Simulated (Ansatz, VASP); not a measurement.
**Two plane-wave programs on CeO2**

```
Ce O
1.0
     0.00000    2.67619    2.67619
     2.67619    0.00000    2.67619
     2.67619    2.67619    0.00000
Ce O
1 2
Cartesian
  0.0000 0.0000 0.0000
  1.3381 1.3381 1.3381
  4.0143 4.0143 4.0143
```

Alike in both runs: task single point; functional PBE; k mesh 10 × 10 × 10; occupations gaussian, width 0.02 eV; no spin polarisation.

|  | VASP | Ansatz |
| --- | --- | --- |
| version | VASP 6.6.1 | Ansatz 0.2.0 |
| potentials or method | VASP PAW PBE potentials, release 64 (Ce, O), cutoff 520 eV | scalar-relativistic, plane waves, PAW |
| valence electrons in the cell | 24 | 24 |

VASP gave:

```
gap on the k mesh at the Fermi level (eV) : 2.07
least direct gap on the mesh (eV)         : 2.14
pressure (GPa)                            : 12.3
```

Q: What did Ansatz give for the same quantities?

A: gap on the k mesh at the Fermi level (eV): 2.10; least direct gap on the mesh (eV): 2.18; pressure (GPa): 12.4.

Neither program's run includes spin-orbit coupling.
